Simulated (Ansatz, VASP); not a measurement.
# One calculation of TiAl3, two programs

```
Ti Al
1.0
     3.82400    0.00000    0.00000
     0.00000    3.82400    0.00000
     0.00000    0.00000    8.64947
Ti Al
2 6
Cartesian
  0.0000 0.0000 0.0000
  1.9120 1.9120 4.3247
  1.9120 1.9120 0.0000
  0.0000 1.9120 2.1624
  1.9120 0.0000 2.1624
  0.0000 0.0000 4.3247
  1.9120 0.0000 6.4871
  0.0000 1.9120 6.4871
```

Change from the starting cell: strain along c alone, the other axes held, atoms relaxed: +1.0 %.

Alike in both runs: task single point; functional r2SCAN; k mesh 10 × 10 × 4; occupations gaussian, width 0.1 eV; no spin polarisation.

```csv
,VASP,Ansatz
version,VASP 6.6.1,Ansatz 0.2.0
potentials or method,"VASP PAW PBE potentials, release 64 (Ti_sv, Al), cutoff 520 eV","scalar-relativistic, plane waves, PAW"
valence electrons in the cell,42,42
```

```csv
,VASP,Ansatz,Ansatz less VASP
gap on the k mesh at the Fermi level (eV),none,none,-
pressure (GPa),-1.2,-1.1,+0.04
"traceless stress, the component that is largest in VASP (GPa)",-1.19,-1.21,-0.024
```

VASP's potentials were made for PBE, not for r2SCAN. A gap of «none» marks a metal or a gap that the smearing closes. The functional is the same, so the differences come from potentials, cutoffs and numerics.
